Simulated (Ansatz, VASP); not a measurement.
# One calculation of GaAs, two programs

The input INCAR:

```
  PREC = Accurate
  ENCUT = 520
  EDIFF = 1E-8
  ISMEAR = -1
  SIGMA = 0.08
  LREAL = F
  LASPH = T
  NELM = 60
  ALGO = Normal
  ISIF = 2
  LWAVE = F
  LCHARG = F
  GGA = CA
  LEFG = T
  NBANDS = 16
```

KPOINTS

```
Automatic mesh
0
Gamma
  10 10 10
```

Contents of POSCAR:

```
GaAs
1.0
    0.0000000000      2.8640496607      2.8640496607
    2.8640496607      0.0000000000      2.8640496607
    2.8640496607      2.8640496607      0.0000000000
Ga As
1 1
Direct
    0.0000000000      0.0000000000      0.0000000000
    0.7500000000      0.7500000000      0.7500000000
```

Input for Ansatz:

```yaml
crystal:
  lattice:
    - [0.0, 2.8640496607, 2.8640496607]
    - [2.8640496607, 0.0, 2.8640496607]
    - [2.8640496607, 2.8640496607, 0.0]
  atoms:
    - { symbol: Ga, position: [0.0, 0.0, 0.0] }
    - { symbol: As, position: [0.75, 0.75, 0.75] }
kpoints:
  mp_grid: { grid: [10, 10, 10] }
scf:
  occupations: { method: fermi_dirac, width: 0.08 }
hamiltonian:
  xc: lda
  pseudopotentials: { kind: paw }
output:
  forces: true
  stress: true
  eigenvalues: true
  efg: { contact_densities: true }
```

Change from the starting cell: volume scaled by 1.04, PAW files.

Alike in both runs: task electric field gradients; functional LDA; k mesh 10 × 10 × 10; occupations fermi-dirac, width 0.08 eV; no spin polarisation.

|  | VASP | Ansatz |
| --- | --- | --- |
| version | VASP 6.6.1 | Ansatz 0.2.0 |
| potentials or method | VASP PAW LDA potentials, release 64 (Ga_d, As) | PAW with Ansatz's default frozen-core files, scalar-relativistic |
| plane-wave cutoff (eV) | 520 | 420 |
| valence electrons in the cell | 18 | 28 |

Ansatz gave:

```
pressure (GPa) : -4.2
```

Task: Estimate VASP's values.

Result: Pressure (GPa): -3.9.

LDA's correlation is that of Perdew and Zunger in VASP and of Perdew and Wang (1992) in Ansatz. VASP's potentials hold 18 valence electrons a cell and Ansatz's 28, so a difference there can come from the potentials and not from the codes.
